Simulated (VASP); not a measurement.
Runs of VASP 6.6.1 on C4N. The structure is that of space group P6/mmm (No. 191), or close to it. The cells are those of the table. 

| task | spin | cell | k mesh | cutoff (eV) | gap on the mesh (eV) | pressure (GPa) | moment (μB) |
| --- | --- | --- | --- | --- | --- | --- | --- |
| single point | off | a = 2.434, b = 2.434, c = 10.611 Å, angles 90.0, 90.0, 120.0°, 5 atoms | 6 × 6 × 2 | 520 | none | 0.3 | - |
| single point | off | a = 2.432, b = 2.432, c = 11.396 Å, angles 90.0, 90.0, 120.0°, 5 atoms | 12 × 12 × 2 | 520 | none | 0.3 | - |
| single point | collinear, ferromagnetic start | a = 2.441, b = 2.441, c = 11.476 Å, angles 90.0, 90.0, 120.0°, 5 atoms | 18 × 18 × 4 | 520 | none | (a) | 1.07 |
| single point | collinear, ferromagnetic start | a = 2.432, b = 2.432, c = 11.396 Å, angles 90.0, 90.0, 120.0°, 5 atoms | 12 × 12 × 2 | 520 | none | 2.4 | 1.14 |
| relaxation of cell and atoms | off | relaxed from a = 2.434, b = 2.434, c = 10.611 Å, angles 90.0, 90.0, 120.0°, 5 atoms | 12 × 12 × 2 | 600 | none | 0.4 | - |

Alike in all rows: level PBE; potentials or basis VASP PAW PBE potentials, release 64 (C, N); smearing gaussian 0.1 eV.

Q: Estimate the missing entries.

A: (a) 0.2.

Caveats: some runs use coarse meshes; this functional lacks dispersion, which binds the layers, so the pressure and a relaxed spacing across them are unreliable.

A gap of «none» marks levels without a gap at the run's occupations.
